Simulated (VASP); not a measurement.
Crystal: In.

```
In
1.0
    -1.88253    1.88253    1.88253
     1.88253   -1.88253    1.88253
     1.88253    1.88253   -1.88253
In
1
Cartesian
  0.0000 0.0000 0.0000
```

```yaml
Program: VASP 6.6.1
Task: relaxation of cell and atoms
Functional: revPBE
Potentials_or_basis: VASP PAW PBE potentials, release 64 (In_d)
Cutoff: 600 eV
k_mesh: 10 × 10 × 10
Occupations: fermi-dirac, width 0.05 eV
Spin: no spin polarisation
```

At the start: pressure 2.7 GPa; volume 26.69 Å³/atom.

Q: How do energy, volume and symmetry change on relaxing?

A: Over 5 steps the energy falls by 16.2 meV/atom and the volume is 28.75 Å³/atom (+7.7 %); space group Im-3m (No. 229, to 0.05 Å).

The path:
```tsv
step	energy change (eV)	largest force (eV/Å)	pressure (GPa)	volume (Å³)
1	0.0000	0.0000	2.67	26.69
2	-0.0159	0.0000	0.27	28.44
3	-0.0162	0.0000	0.10	28.65
4	-0.0159	0.0000	-0.35	29.08
5	-0.0162	0.0000	0.01	28.75
```

Final structure:
```
CELL_PARAMETERS angstrom
-1.92976 1.92976 1.92976
1.92976 -1.92976 1.92976
1.92976 1.92976 -1.92976
ATOMIC_POSITIONS crystal
In 0.00000 0.00000 0.00000
```

Caveat: the PAW data sets were made with another functional, which shifts forces and pressure a little.
